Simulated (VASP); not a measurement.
# Be (P6_3/mmc) in VASP: notebook, part 2 of 2

VASP 6.6.1.

## 3. Single point, PBE (strained)

File INCAR:

```
  ALGO = Normal
  EDIFF = 1E-6
  ENCUT = 520
  GGA = PE
  ISIF = 2
  ISMEAR = 0
  LASPH = True
  LCHARG = True
  LELF = True
  LREAL = False
  LVHAR = True
  LWAVE = False
  NBANDS = 9
  NELM = 80
  PREC = Accurate
  SIGMA = 0.1
```

File KPOINTS:

```
k-points
0
Gamma
  21 21 12
```

File POSCAR:

```
Be
1.0
    2.3734539687      0.0000000000      0.0000000000
   -1.1867269844      2.0554714317      0.0000000000
    0.0000000000      0.0000000000      3.3926239440
Be
2
Direct
    0.3333333333      0.6666666667      0.2500000000
    0.6666666667      0.3333333333      0.7500000000
```

Potentials or basis: VASP PAW PBE potentials, release 64 (Be).

Launch:

```console
cat potpaw_PBE.64/Be/POTCAR > POTCAR
mpirun -np 1 vasp_std > vasp.out
```

OUTCAR:

```text
EDIFF = 1E-6
   ENCUT = 520
   GGA = PE
   ISIF = 2
   ISMEAR = 0
   LASPH = True
   LREAL = False
   NELM = 80
   PREC = Accurate

 ion  position               nearest neighbor table
   1  0.333  0.667  0.250-   2 2.18   2 2.18   2 2.18   2 2.18   2 2.18   2 2.18
   2  0.667  0.333  0.750-   1 2.18   1 2.18   1 2.18   1 2.18   1 2.18   1 2.18

  LATTYP: Found a hexagonal cell.
 ALAT       =     2.3734539687
 C/A-ratio  =     1.4294037250

  Lattice vectors:

 A1 = (   2.3734539687,   0.0000000000,   0.0000000000)
 A2 = (  -1.1867269844,   2.0554714317,   0.0000000000)
 A3 = (   0.0000000000,   0.0000000000,   3.3926239440)

Analysis of symmetry for initial positions (statically):
=====================================================================
 Subroutine PRICEL returns:
 Original cell was already a primitive cell.

 Routine SETGRP: Setting up the symmetry group for a
 hexagonal supercell.

 Subroutine GETGRP returns: Found 24 space group operations
 (whereof 12 operations were pure point group operations)
 out of a pool of 24 trial point group operations.

The static configuration has the point symmetry D_3d.
 The point group associated with its full space group is D_6h.

Analysis of symmetry for dynamics (positions and initial velocities):
=====================================================================
 Subroutine PRICEL returns:
 Original cell was already a primitive cell.

 Routine SETGRP: Setting up the symmetry group for a
 hexagonal supercell.

 Subroutine GETGRP returns: Found 24 space group operations
 (whereof 12 operations were pure point group operations)
 out of a pool of 24 trial point group operations.

The dynamic configuration has the point symmetry D_3d.
 The point group associated with its full space group is D_6h.

 Subroutine INISYM returns: Found 24 space group operations
 (whereof 12 operations are pure point group operations),
 and found     1 'primitive' translations

[... 112 lines left out ...]
   IMIX   =      4    mixing-type and parameters
     AMIX     =   0.40;   BMIX     =  1.00
     AMIX_MAG =   1.60;   BMIX_MAG =  1.00
  volume/ion in A,a.u.               =       8.28        55.85
  Fermi-wavevector in a.u.,A,eV,Ry     =   1.019731  1.927012 14.148028  1.039851
  Thomas-Fermi vector in A             =   2.153261
   LORBIT       =      0    0 simple, 1 ext, 2 COOP (PROOUT), +10 PAW based schemes
   GGA     = PE    functional components
   LHFCALC =     F    Hartree Fock is set to
   AEXX    =    0.0000 exact exchange contribution
   IVDW    =     0    specifies the selected vdW correction
   LEPSILON=     F    determine dielectric tensor
   LRPA    =     F    only Hartree local field effects (RPA)
 non-spin polarized calculation
 Gauss-broadening in eV      SIGMA  =   0.10
  energy-cutoff  :      520.00
  volume of cell :       16.55
 maximum number of plane-waves:       468
 NGX is ok and might be reduce to    18
   NGX =  9   NGY =  9   NGZ = 13

 number of electron       4.0000000 magnetization

 Free energy of the ion-electron system (eV)
  ---------------------------------------------------
  ext. energy  EPLUGINS =         0.00000000
  ---------------------------------------------------
  free energy    TOTEN  =        -7.43173053 eV

  energy without entropy =       -7.43092962  energy(sigma->0) =       -7.43133008

 E-fermi :   6.4124     XC(G=0): -10.4506

 val. band max:        6.3926042251   @ k =   0.2857   0.1429   0.0833
 cond. band min:       6.5188874735   @ k =   0.3333   0.0476   0.0000
 fundamental gap:      0.1262832483
 Fermi energy:         6.4123762792

 k-point     1 :       0.0000    0.0000    0.0000
  band No.  band energies     occupation
      1      -4.4395      2.00000
      2       3.3439      2.00000
      3       9.2976      0.00000
      4      20.2175      0.00000
      5      20.2175      0.00000
      6      23.4742      0.00000
      7      23.4742      0.00000
      8      28.1262      0.00000
      9      31.3950      0.00000
[... 265 lines left out ...]
 k-point    24 :       0.1905    0.0952    0.0000
  band No.  band energies     occupation
      1      -2.7494      2.00000
      2       5.4837      2.00000
      3       8.9965      0.00000
      4      13.5782      0.00000
      5      15.6621      0.00000
      6      22.2204      0.00000
      7      23.3807      0.00000
      8      23.9806      0.00000
      9      26.0388      0.00000

 [... further k-points ...]
[... 5 lines left out ...]
  --------------------------------------------------------------------------------------
  -------------------------------------------------------------------------------------
  Total       -1.2116084     -1.2116084      1.4821109      0.0000000     -0.0000000      0.0000000
  in kB     -117.2856459   -117.2856459    143.4707301      0.0000000     -0.0000000      0.0000000
  external PRESSURE =     -30.3668539 kB  Pullay stress =       0.0000000 kB

 VOLUME and BASIS-vectors are now :
 -----------------------------------------------------------------------------
  energy-cutoff  :      520.00
  volume of cell :       16.55
      direct lattice vectors                 reciprocal lattice vectors
     2.373453969  0.000000000  0.000000000     0.421326899  0.243253198  0.000000000
    -1.186726984  2.055471432  0.000000000     0.000000000  0.486506397  0.000000000
     0.000000000  0.000000000  3.392623944     0.000000000  0.000000000  0.294757101

 POSITION                                       TOTAL-FORCE (eV/Angst)
 -----------------------------------------------------------------------------------
     -0.00000      1.37031      0.84816         0.000000     -0.000000      0.000000
      1.18673      0.68516      2.54447        -0.000000      0.000000      0.000000
 -----------------------------------------------------------------------------------
    total drift:                                0.000000     -0.000000      0.000000

  FREE ENERGIE OF THE ION-ELECTRON SYSTEM (eV)
  ---------------------------------------------------
  free  energy   TOTEN  =        -7.4317305280 eV

  energy  without entropy=       -7.4309296222  energy(sigma->0) =       -7.43133008
```

stdout:

```text
POSCAR found type information on POSCAR Be
 POSCAR found :  1 types and       2 ions
 scaLAPACK will be used
 LDA part: xc-table for (Slater+PW92), standard interpolation
 POSCAR, INCAR and KPOINTS ok, starting setup
 FFT: planning ... GRIDC
 FFT: planning ... GRID_SOFT
 FFT: planning ... GRID
 WAVECAR not read
 entering main loop
```

Wall time 20 s (1 thread of Intel Xeon Platinum 8488C (Sapphire Rapids), shared host); peak memory 0.15 GiB.

What came out:

```yaml
Free_energy: -7.4317 eV
Pressure: -3.0 GPa
Band_gap_on_the_k_mesh: zero (band 2 reaches 7.80 eV, above the bottom of band 3 at 5.09 eV)
```

Levels at points of the mesh, in eV from the Fermi level:
```csv
k point,band 1,band 2,band 3,band 4,band 5,band 6,band 7
"(0.00, 0.00, 0.00)",-10.85,-3.07,2.89,13.81,13.81,17.06,17.06
"(0.00, 0.00, 0.50)",-8.44,-8.44,13.48,13.48,15.81,15.81,15.81
```

Caveat: the cell differs from its parent crystal (strained).

## 4. Single point, PBE (strained)

File INCAR:

```
PREC = Accurate
ENCUT = 520
EDIFF = 1E-7
ISMEAR = 0
SIGMA = 0.1
LREAL = F
LASPH = T
NELM = 80
ALGO = Normal
ISIF = 2
LWAVE = F
LCHARG = F
GGA = PE
NBANDS = 9
```

File KPOINTS:

```
Automatic mesh
0
Gamma
  21 21 12
```

File POSCAR:

```
Be
1.0
    2.3677971939      0.0000000000      0.0000000000
   -1.1838985970      2.0505725209      0.0000000000
    0.0000000000      0.0000000000      3.6538332300
Be
2
Direct
    0.3333333333      0.6666666667      0.2500000000
    0.6666666667      0.3333333333      0.7500000000
```

Launch:

```console
cat potpaw_PBE.64/Be/POTCAR > POTCAR
mpirun -np 1 vasp_std > vasp.out
```

Run time: 23 s. Hardware: 1 thread of Intel Xeon Platinum 8488C (Sapphire Rapids), shared host; peak memory 0.15 GiB.

Results (log left out):

```
Free energy            : -7.4539 eV
Pressure               : -11.4 GPa
Band gap on the k mesh : zero (band 2 reaches 7.06 eV, above the bottom of band 3 at 5.01 eV)
```

Stress tensor (GPa, compression positive):
```
-12.64   0.00   0.00
  0.00 -12.64   0.00
  0.00   0.00  -8.80
```

Levels at points of the mesh, in eV from the Fermi level:
```csv
k point,band 1,band 2,band 3,band 4,band 5,band 6
"(0.00, 0.00, 0.00)",-10.70,-3.85,1.11,14.26,14.26,16.98
"(0.00, 0.00, 0.50)",-8.58,-8.58,10.38,10.38,15.83,15.83
```

Caveat: the cell differs from its parent crystal (strained).

## 5. Overview

```tsv
cell	gap on the mesh (eV)	pressure (GPa)
a = 2.278, b = 2.278, c = 3.244 Å, angles 90.0, 90.0, 120.0°, 2 atoms	none	14.3
a = 2.373, b = 2.373, c = 3.393 Å, angles 90.0, 90.0, 120.0°, 2 atoms	none	-3.0
a = 2.368, b = 2.368, c = 3.654 Å, angles 90.0, 90.0, 120.0°, 2 atoms	none	-11.4
```

Alike in all rows: task single point; level PBE; potentials or basis VASP PAW PBE potentials, release 64 (Be); no spin polarisation; k mesh 21 × 21 × 12; cutoff (eV) 520; smearing gaussian 0.1 eV.

Total energies depend on the potentials used, so only differences within one code and one set of settings carry meaning.
